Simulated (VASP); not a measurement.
Write the native input for VASP 6.6.1 that does the following.

```yaml
Task: relaxation of the atoms
Functional: PBEsol
Potentials_or_basis: VASP PAW PBE potentials, release 64 (Sc_sv, Al)
Cutoff: 520 eV
k_mesh: 6 × 6 × 6
Occupations: fermi-dirac, width 0.05 eV
Spin: no spin polarisation
Dipole_correction: no
Further_INCAR_settings: ALGO = Normal; EDIFF = 1e-06; IBRION = 2; EDIFFG = -0.01; NSW = 60
```

The structure of ScAl3 lies in POSCAR:

```
ScAl3
1.0
    4.0878065700     -0.0817561314      0.0000000000
   -0.0817561314      4.0878065700      0.0000000000
    0.0000000000      0.0000000000      4.0878065700
Sc Al
1 3
Direct
    0.0000000000      0.0000000000      0.0000000000
    0.5000000000      0.5000000000      0.0000000000
    0.0000000000      0.5000000000      0.5000000000
    0.5000000000      0.0000000000      0.5000000000
```

These files were run (other wordings do the same):

INCAR

```
SYSTEM = ScAl3
PREC = Accurate
ENCUT = 520
EDIFF = 1E-6
ISMEAR = -1
SIGMA = 0.05
LREAL = .FALSE.
LASPH = .TRUE.
NELM = 60
ALGO = Normal
ISIF = 2
LWAVE = .FALSE.
LCHARG = .FALSE.
GGA = PS
IBRION = 2
NSW = 60
EDIFFG = -0.01
```

KPOINTS

```
regular mesh
0
G
  6 6 6
  0 0 0
```

Potentials or basis: VASP PAW PBE potentials, release 64 (Sc_sv, Al).

Run with:

```console
$ cat potpaw_PBE.64/Sc_sv/POTCAR potpaw_PBE.64/Al/POTCAR > POTCAR
$ mpirun -np 1 vasp_std > vasp.out
```

It gave:

- Pressure after relaxing: -0.7 GPa
- Band gap on the k mesh: zero (band 10 reaches 8.10 eV, above the bottom of band 11 at 4.43 eV)

Caveat: the relaxation stopped at its first step, so nothing moved; the PAW data sets were made with another functional, which shifts forces and pressure a little.

Wall time 27 s on 1 thread of Intel(R) Xeon(R) 6975P-C (Granite Rapids), on a shared host, peak memory 0.19 GiB.
